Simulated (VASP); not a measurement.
# Ge5W (F-43m) in VASP: notebook

The runs below take Ge5W through single point, with PBE.

All numbers are computed with VASP 6.6.1; they aren't measurements. Logs are shortened: lines on timing, memory, paths and dates and some standing lists are left out, and cuts for length are marked.

**1. The cell of the first run**

Symmetry: F-43m, No. 216, cubic system. The conventional cell has a = 8.216 Å, b = 8.216 Å, c = 8.216 Å, α = 90.00°, β = 90.00°, γ = 90.00°. Ge (site symmetry 3m) has 1 W at 1.94 Å and 3 Ge at 2.63 Å within 2.7 Å. Within 4.4 Å of Ge (site symmetry -43m) lie 12 Ge at 3.38 Å and 6 W at 4.11 Å. Within 2.6 Å of W (site symmetry -43m) lie 4 Ge at 1.94 Å.

The cell was generated, and may not be a known phase.

**2. Single point, PBE**

Input file INCAR:

```
SYSTEM = Ge5W
  PREC = Accurate
  ENCUT = 520
  EDIFF = 1E-6
  ISMEAR = 0
  SIGMA = 0.1
  LREAL = .False.
  LASPH = .True.
  NELM = 100
  ALGO = Normal
  ISIF = 2
  LWAVE = .False.
  LCHARG = .True.
  GGA = PE
  LELF = .True.
  LVHAR = .True.
  NBANDS = 51
```

Input file KPOINTS:

```
regular mesh
0
Gamma
  4 4 4
  0 0 0
```

Input file POSCAR:

```
Ge5W
1.0
    0.0000000000      4.1077635000      4.1077635000
    4.1077635000      0.0000000000      4.1077635000
    4.1077635000      4.1077635000      0.0000000000
Ge W
5 1
Direct
    0.6366404700      0.6366404700      0.6366404700
    0.6366404700      0.6366404700      0.0900785800
    0.6366404700      0.0900785800      0.6366404700
    0.0900785800      0.6366404700      0.6366404700
    0.0000000000      0.0000000000      0.0000000000
    0.5000000000      0.5000000000      0.5000000000
```

Potentials or basis: VASP PAW PBE potentials, release 64 (Ge_d, W_sv).

The run is started by

```console
$ cat potpaw_PBE.64/Ge_d/POTCAR potpaw_PBE.64/W_sv/POTCAR > POTCAR
$ mpirun -np 1 vasp_std > vasp.out
```

OUTCAR:

```text
SYSTEM = Ge5W
   PREC = Accurate
   ENCUT = 520
   EDIFF = 1E-6
   ISMEAR = 0
   LREAL = .False.
   LASPH = .True.
   NELM = 100
   ISIF = 2
   GGA = PE

 ion  position               nearest neighbor table
   1  0.637  0.637  0.637-   6 1.94   3 2.63   4 2.63   2 2.63
   2  0.637  0.637  0.090-   6 1.94   3 2.63   4 2.63   1 2.63
   3  0.637  0.090  0.637-   6 1.94   2 2.63   4 2.63   1 2.63
   4  0.090  0.637  0.637-   6 1.94   2 2.63   3 2.63   1 2.63
   5  0.000  0.000  0.000-
   6  0.500  0.500  0.500-   1 1.94   2 1.94   3 1.94   4 1.94

  LATTYP: Found a face centered cubic cell.
 ALAT       =     8.2155270000

  Lattice vectors:

 A1 = (   0.0000000000,   4.1077635000,   4.1077635000)
 A2 = (   4.1077635000,   0.0000000000,   4.1077635000)
 A3 = (   4.1077635000,   4.1077635000,   0.0000000000)

Analysis of symmetry for initial positions (statically):
=====================================================================
 Subroutine PRICEL returns:
 Original cell was already a primitive cell.

 Routine SETGRP: Setting up the symmetry group for a
 face centered cubic supercell.

 Subroutine GETGRP returns: Found 24 space group operations
 (whereof 24 operations were pure point group operations)
 out of a pool of 48 trial point group operations.

The static configuration has the point symmetry T_d .

Analysis of symmetry for dynamics (positions and initial velocities):
=====================================================================
 Subroutine PRICEL returns:
 Original cell was already a primitive cell.

 Routine SETGRP: Setting up the symmetry group for a
 face centered cubic supercell.

 Subroutine GETGRP returns: Found 24 space group operations
 (whereof 24 operations were pure point group operations)
 out of a pool of 48 trial point group operations.

The dynamic configuration has the point symmetry T_d .

 Subroutine INISYM returns: Found 24 space group operations
 (whereof 24 operations are pure point group operations),
 and found     1 'primitive' translations

----------------------------------------------------------------------------------------

                                     Primitive cell

  volume of cell :     138.6265

  direct lattice vectors                    reciprocal lattice vectors
     0.000000000  4.107763500  4.107763500    -0.121720737  0.121720737  0.121720737
     4.107763500  0.000000000  4.107763500     0.121720737 -0.121720737  0.121720737
     4.107763500  4.107763500  0.000000000     0.121720737  0.121720737 -0.121720737

  length of vectors
     5.809254853  5.809254853  5.809254853     0.210826501  0.210826501  0.210826501

  position of ions in fractional coordinates (direct lattice)
     0.636640470  0.636640470  0.636640470
     0.636640470  0.636640470  0.090078580
     0.636640470  0.090078580  0.636640470
     0.090078580  0.636640470  0.636640470
     0.000000000  0.000000000  0.000000000
     0.500000000  0.500000000  0.500000000

  ion indices of the primitive-cell ions
   primitive index   ion index
                 1           1
                 2           2
                 3           3
                 4           4
                 5           5
                 6           6

----------------------------------------------------------------------------------------

 KPOINTS: regular mesh

Automatic generation of k-mesh.
 Grid dimensions read from file:
 generate k-points for:    4    4    4

 Generating k-lattice:

  Cartesian coordinates                     Fractional coordinates (reciprocal lattice)
    -0.030430184  0.030430184  0.030430184     0.250000000  0.000000000  0.000000000
     0.030430184 -0.030430184  0.030430184     0.000000000  0.250000000  0.000000000
     0.030430184  0.030430184 -0.030430184     0.000000000  0.000000000  0.250000000

  Length of vectors
     0.052706625  0.052706625  0.052706625

  Shift w.r.t. Gamma in fractional coordinates (k-lattice)
     0.000000000  0.000000000  0.000000000

 Subroutine IBZKPT returns following result:
 ===========================================

 Found      8 irreducible k-points:

 Following reciprocal coordinates:
            Coordinates               Weight
  0.000000  0.000000  0.000000      1.000000
  0.250000  0.000000  0.000000      8.000000
  0.500000  0.000000  0.000000      4.000000
  0.250000  0.250000  0.000000      6.000000
  0.500000  0.250000  0.000000     24.000000
 -0.250000  0.250000  0.000000     12.000000
  0.500000  0.500000  0.000000      3.000000
 -0.250000  0.500000  0.250000      6.000000
   k-points           NKPTS =      8   k-points in BZ     NKDIM =      8   number of bands    NBANDS=     51
   number of dos      NEDOS =    301   number of ions     NIONS =      6
   total plane-waves  NPLWV = 110592
   dimension x,y,z NGX =    48 NGY =   48 NGZ =   48
   dimension x,y,z NGXF=    96 NGYF=   96 NGZF=   96
   ions per type =               5   1
   NGX,Y,Z   is equivalent  to a cutoff of  13.74, 13.74, 13.74 a.u.
   NGXF,Y,Z  is equivalent  to a cutoff of  27.47, 27.47, 27.47 a.u.
 SYSTEM =  Ge5W
   PREC   = accura    normal or accurate (medium, high low for compatibility)
   ISTART =      0    job   : 0-new  1-cont  2-samecut
   ICHARG =      2    charge: 1-file 2-atom 10-const
   ISPIN  =      1    spin polarized calculation?
   LNONCOLLINEAR =      F non collinear calculations
   LSORBIT =      F    spin-orbit coupling
   LASPH  =      T    aspherical Exc in radial PAW
   ENCUT  =  520.0 eV  38.22 Ry    6.18 a.u.  10.80 10.80 10.80*2*pi/ulx,y,z
   NELM   =    100;   NELMIN=  2; NELMDL= -5     # of ELM steps
   EDIFF  = 0.1E-05   stopping-criterion for ELM
   LREAL  =      F    real-space projection
   EDIFFG = 0.1E-04   stopping-criterion for IOM
   NSW    =      0    number of steps for IOM
   IBRION =     -1    ionic relax: 0-MD 1-quasi-New 2-CG
   NFREE  =      0    steps in history (QN), initial steepest desc. (CG)
   ISIF   =      2    stress and relaxation
   ISYM   =      2    0-nonsym 1-usesym 2-fastsym
   POTIM  = 0.5000    time-step for ionic-motion
   TEBEG  =    0.0;   TEEND  =   0.0 temperature during run
   PSTRESS=    0.0 pullay stress
   NELECT =      84.0000    total number of electrons
   NUPDOWN=      -1.0000    fix difference up-down
   EMIN   =  10.00;   EMAX   =-10.00  energy-range for DOS
   EFERMI =   0.00;   METHOD = LEGACY
   ISMEAR =     0;   SIGMA  =   0.10  broadening in eV -4-tet -1-fermi 0-gaus
   EFERMI_NEDOS =   21; number of points for ismear=-14 and -15
   IALGO  =     38    algorithm
   IMIX   =      4    mixing-type and parameters
     AMIX     =   0.40;   BMIX     =  1.00
     AMIX_MAG =   1.60;   BMIX_MAG =  1.00
  volume/ion in A,a.u.               =      23.10       155.92
  Fermi-wavevector in a.u.,A,eV,Ry     =   1.385328  2.617890 26.111385  1.919133
  Thomas-Fermi vector in A             =   2.509748
   LORBIT       =      0    0 simple, 1 ext, 2 COOP (PROOUT), +10 PAW based schemes
   GGA     = PE    functional components
   LHFCALC =     F    Hartree Fock is set to
   AEXX    =    0.0000 exact exchange contribution
   IVDW    =     0    specifies the selected vdW correction
   LEPSILON=     F    determine dielectric tensor
   LRPA    =     F    only Hartree local field effects (RPA)
 non-spin polarized calculation
 Gauss-broadening in eV      SIGMA  =   0.10
  energy-cutoff  :      520.00
  volume of cell :      138.63
 maximum number of plane-waves:      3750
 NGX is ok and might be reduce to    48
   NGX = 21   NGY = 21   NGZ = 21

 number of electron      84.0000011 magnetization

 Free energy of the ion-electron system (eV)
  ---------------------------------------------------
  ext. energy  EPLUGINS =         0.00000000
  ---------------------------------------------------
  free energy    TOTEN  =       -17.99520969 eV

  energy without entropy =      -17.98638270  energy(sigma->0) =      -17.99079620

 E-fermi :   4.6884     XC(G=0):  -9.8124

 val. band max:        4.5959675516   @ k =   0.2500   0.2500   0.0000
 cond. band min:       4.7958409160   @ k =   0.2500   0.0000   0.0000
 fundamental gap:      0.1998733644
 Fermi energy:         4.6883775148

 k-point     1 :       0.0000    0.0000    0.0000
  band No.  band energies     occupation
      1     -67.6435      2.00000
      2     -32.7884      2.00000
      3     -32.7884      2.00000
      4     -32.7884      2.00000
      5     -21.2123      2.00000
      6     -21.2123      2.00000
[... 43 lines left out ...]
     50       9.9452      0.00000
     51       9.9452      0.00000

 k-point     2 :       0.2500    0.0000    0.0000
  band No.  band energies     occupation
      1     -67.6435      2.00000
      2     -32.7887      2.00000
      3     -32.7883      2.00000
      4     -32.7883      2.00000
      5     -21.2123      2.00000
      6     -21.2123      2.00000
[... 43 lines left out ...]
     50      10.2328      0.00000
     51      10.4795      0.00000

 k-point     3 :       0.5000    0.0000    0.0000
  band No.  band energies     occupation
      1     -67.6435      2.00000
      2     -32.7890      2.00000
      3     -32.7883      2.00000
      4     -32.7883      2.00000
      5     -21.2123      2.00000
      6     -21.2122      2.00000
[... 43 lines left out ...]
     50      10.0963      0.00000
     51      10.8436      0.00000

 k-point     4 :       0.2500    0.2500    0.0000
  band No.  band energies     occupation
      1     -67.6435      2.00000
      2     -32.7889      2.00000
      3     -32.7883      2.00000
      4     -32.7883      2.00000
      5     -21.2123      2.00000
      6     -21.2123      2.00000
[... 43 lines left out ...]
     50       9.6972      0.00000
     51      10.4508      0.00000

 k-point     5 :       0.5000    0.2500    0.0000
  band No.  band energies     occupation
      1     -67.6435      2.00000
      2     -32.7892      2.00000
      3     -32.7882      2.00000
      4     -32.7882      2.00000
      5     -21.2123      2.00000
      6     -21.2122      2.00000
[... 43 lines left out ...]
     50       9.6785      0.00000
     51      10.3917      0.00000

 k-point     6 :      -0.2500    0.2500    0.0000
  band No.  band energies     occupation
      1     -67.6435      2.00000
      2     -32.7891      2.00000
      3     -32.7883      2.00000
      4     -32.7882      2.00000
      5     -21.2123      2.00000
      6     -21.2123      2.00000
[... 43 lines left out ...]
     50       9.7092      0.00000
     51      10.4109      0.00000

 k-point     7 :       0.5000    0.5000    0.0000
  band No.  band energies     occupation
      1     -67.6435      2.00000
      2     -32.7894      2.00000
      3     -32.7882      2.00000
      4     -32.7882      2.00000
      5     -21.2123      2.00000
      6     -21.2123      2.00000
[... 43 lines left out ...]
     50       9.9561      0.00000
     51      10.2292      0.00000

 k-point     8 :      -0.2500    0.5000    0.2500
  band No.  band energies     occupation
      1     -67.6435      2.00000
      2     -32.7893      2.00000
      3     -32.7882      2.00000
      4     -32.7882      2.00000
      5     -21.2123      2.00000
      6     -21.2123      2.00000
[... 43 lines left out ...]
     50       9.7733      0.00000
     51      10.0174      0.00000

------------------------ aborting loop because EDIFF is reached ----------------------------------------

  FORCE on cell =-STRESS in cart. coord.  units (eV):
  Direction    XX          YY          ZZ          XY          YZ          ZX
  --------------------------------------------------------------------------------------
  -------------------------------------------------------------------------------------
  Total       42.7484239     42.7484239     42.7484239     -0.0000000      0.0000000     -0.0000000
  in kB      494.0653522    494.0653522    494.0653522     -0.0000000      0.0000000     -0.0000000
  external PRESSURE =     494.0653522 kB  Pullay stress =       0.0000000 kB

 VOLUME and BASIS-vectors are now :
 -----------------------------------------------------------------------------
  energy-cutoff  :      520.00
  volume of cell :      138.63
      direct lattice vectors                 reciprocal lattice vectors
     0.000000000  4.107763500  4.107763500    -0.121720737  0.121720737  0.121720737
     4.107763500  0.000000000  4.107763500     0.121720737 -0.121720737  0.121720737
     4.107763500  4.107763500  0.000000000     0.121720737  0.121720737 -0.121720737

 POSITION                                       TOTAL-FORCE (eV/Angst)
 -----------------------------------------------------------------------------------
      5.23034      5.23034      5.23034         9.075240      9.075240      9.075240
      2.98519      2.98519      5.23034        -9.075240     -9.075240      9.075240
      2.98519      5.23034      2.98519        -9.075240      9.075240     -9.075240
      5.23034      2.98519      2.98519         9.075240     -9.075240     -9.075240
      0.00000      0.00000      0.00000         0.000000     -0.000000      0.000000
      4.10776      4.10776      4.10776         0.000000     -0.000000      0.000000
 -----------------------------------------------------------------------------------
    total drift:                                0.000053      0.000053      0.000053

  FREE ENERGIE OF THE ION-ELECTRON SYSTEM (eV)
  ---------------------------------------------------
  free  energy   TOTEN  =       -17.9952096929 eV

  energy  without entropy=      -17.9863827045  energy(sigma->0) =      -17.99079620
```

It took 89 s on 1 thread of Intel Xeon Platinum 8259CL at 2.50GHz (Skylake/Cascade Lake), shared host; peak memory 0.33 GiB.

Results:

| Item | Value |
| --- | --- |
| Free energy | -17.9952 eV |
| Pressure | 49.4 GPa |
| Largest force | 15.719 eV/Å |
| Band gap on the k mesh | zero (bands 42 and 43 overlap by 0.81 eV) |

Forces in eV/Å, atoms in the order of the input:
```
Ge   9.075  9.075  9.075
Ge  -9.075 -9.075  9.075
Ge  -9.075  9.075 -9.075
Ge   9.075 -9.075 -9.075
Ge   0.000  0.000  0.000
W    0.000  0.000  0.000
```

Levels at points of the mesh, in eV from the Fermi level:
| k point | band 38 | band 39 | band 40 | band 41 | band 42 | band 43 | band 44 | band 45 | band 46 | band 47 |
| --- | --- | --- | --- | --- | --- | --- | --- | --- | --- | --- |
| (0.00, 0.00, 0.00) | -3.07 | -3.07 | -3.07 | -0.28 | -0.28 | -0.28 | 1.12 | 1.12 | 1.12 | 3.35 |
| (0.50, 0.00, 0.00) | -2.89 | -2.19 | -2.19 | -0.46 | -0.46 | 0.44 | 1.07 | 1.07 | 2.16 | 2.16 |
| (0.50, 0.50, 0.00) | -3.22 | -2.69 | -2.64 | 0.37 | 0.53 | 0.84 | 0.84 | 1.26 | 1.26 | 1.65 |

Caveat: the cell stands under pressure; spin-orbit coupling is left out, which moves the levels of the heavy elements; forces of over 1 eV/Å act on the atoms, so gaps and moduli don't describe the material at rest.

**3. Single point, PBE**

This run uses another cell than the first one, of 31.73 Å³/atom.

Input file INCAR:

```
SYSTEM = Ge5W
  ALGO = Normal
  EDIFF = 1E-7
  ENCUT = 520
  GGA = PE
  ISIF = 2
  ISMEAR = 0
  LASPH = .TRUE.
  LCHARG = .FALSE.
  LREAL = .FALSE.
  LWAVE = .FALSE.
  NBANDS = 51
  NELM = 80
  PREC = Accurate
  SIGMA = 0.1
```

Input file KPOINTS:

```
k-points
0
G
  4 4 4
  0 0 0
```

Input file POSCAR:

```
Ge5W
1.0
    0.0000000000      4.5660395577      4.5660395577
    4.5660395577      0.0000000000      4.5660395577
    4.5660395577      4.5660395577      0.0000000000
Ge W
5 1
Direct
    0.6505121624      0.6505121624      0.6505121624
    0.6505121624      0.6505121624      0.0484635129
    0.6505121624      0.0484635129      0.6505121624
    0.0484635129      0.6505121624      0.6505121624
    0.0000000000      0.0000000000      0.0000000000
    0.5000000000      0.5000000000      0.5000000000
```

Potentials or basis: VASP PAW PBE potentials, release 64 (Ge_d, W_sv).

The run is started by

```console
$ cat potpaw_PBE.64/Ge_d/POTCAR potpaw_PBE.64/W_sv/POTCAR > POTCAR
$ mpirun -np 1 vasp_std > vasp.out
```

It took 1.9 min on 1 thread of Intel Xeon Platinum 8259CL at 2.50GHz (Skylake/Cascade Lake), shared host; peak memory 0.34 GiB.

Results (log left out):

| Item | Value |
| --- | --- |
| Free energy | -28.4434 eV |
| Pressure | 0.1 GPa |
| Largest force | 0.023 eV/Å |
| Band gap on the k mesh | zero (bands 42 and 43 overlap by 0.25 eV) |

Forces on the atoms (eV/Å):
```
Ge   0.013  0.013  0.013
Ge  -0.013 -0.013  0.013
Ge  -0.013  0.013 -0.013
Ge   0.013 -0.013 -0.013
Ge   0.000  0.000  0.000
W    0.000  0.000  0.000
```

Levels at points of the mesh, in eV from the Fermi level:
```csv
k point,band 40,band 41,band 42,band 43,band 44,band 45
"(0.00, 0.00, 0.00)",-1.93,-0.02,-0.02,-0.02,0.74,0.74
"(0.50, 0.00, 0.00)",-1.30,-0.08,-0.08,0.12,0.66,0.66
"(0.50, 0.50, 0.00)",-1.03,-0.08,0.20,0.32,0.32,0.93
```

Caveat: spin-orbit coupling is left out, which moves the levels of the heavy elements.

The gap in the log of VASP goes by the Fermi energy; the results here count the filled bands.